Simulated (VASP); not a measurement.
BN, 2 atoms in the cell. Symmetry: I-4m2, No. 119, tetragonal system. The conventional cell has a = 2.556 Å, b = 2.556 Å, c = 3.687 Å, α = 90.00°, β = 90.00°, γ = 90.00°. Within 2.1 Å of B (site symmetry -4m2) lie 4 N at 1.58 Å. Within 2.1 Å of N (site symmetry -4m2) lie 4 B at 1.58 Å.  This cell differs from its parent crystal: zz strain of +2 %.

| Property | Result |
| --- | --- |
| Program | VASP 6.6.1 |
| Task | single point |
| Functional | LDA |
| Potentials or basis | VASP PAW LDA potentials, release 64 (B, N) |
| Cutoff | 520 eV |
| k mesh | 11 × 11 × 11 |
| Occupations | fermi-dirac, width 0.02 eV |
| Spin | no spin polarisation |
| Dipole correction | no |
| Further INCAR settings | ALGO = Normal; EDIFF = 1e-07; NBANDS = 11 |

Potentials or basis: VASP PAW LDA potentials, release 64 (B, N).

Run with:

```sh
$ cat potpaw_LDA.64/B/POTCAR potpaw_LDA.64/N/POTCAR > POTCAR
$ mpirun -np 1 vasp_std > vasp.out
```

Hardware: 1 thread of Intel(R) Xeon(R) Platinum 8488C (Sapphire Rapids), on a shared host.

Task: How long does it take, and how much memory?

Result: It took 16 s on 1 thread of Intel(R) Xeon(R) Platinum 8488C (Sapphire Rapids), on a shared host, peak memory 0.12 GiB. Counts: scf iterations 12, k points 126.
